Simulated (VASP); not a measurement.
Au, 15 atoms in the cell. The cell holds a slab with vacuum, 15 atoms: a = 4.214 Å, b = 8.429 Å, c = 30.394 Å, α = 90.00°, β = 90.00°, γ = 90.00°. 

| Property | Result |
| --- | --- |
| Program | VASP 6.6.1 |
| Task | single point |
| Functional | PBE |
| Potentials or basis | VASP PAW PBE potentials, release 64 (Au) |
| Cutoff | 520 eV |
| k mesh | 8 × 4 × 1 |
| Occupations | gaussian, width 0.1 eV |
| Spin | no spin polarisation |
| Dipole correction | yes |
| Further INCAR settings | LREAL = Auto; ALGO = Fast; EDIFF = 1e-06; NBANDS = 96 |

Potentials or basis: VASP PAW PBE potentials, release 64 (Au).

Run with:

```console
$ cat potpaw_PBE.64/Au/POTCAR > POTCAR
$ mpirun -np 4 vasp_std > vasp.out
```

Hardware: 4 MPI ranks on Oxide Virtual Turin-like Processor, with other jobs on the host.

Problem. Estimate the wall time of this run.

Solution. It took 29 min on 4 MPI ranks on Oxide Virtual Turin-like Processor, with other jobs on the host, peak memory 1.7 GiB a rank. Counts: scf iterations 23, k points 18.
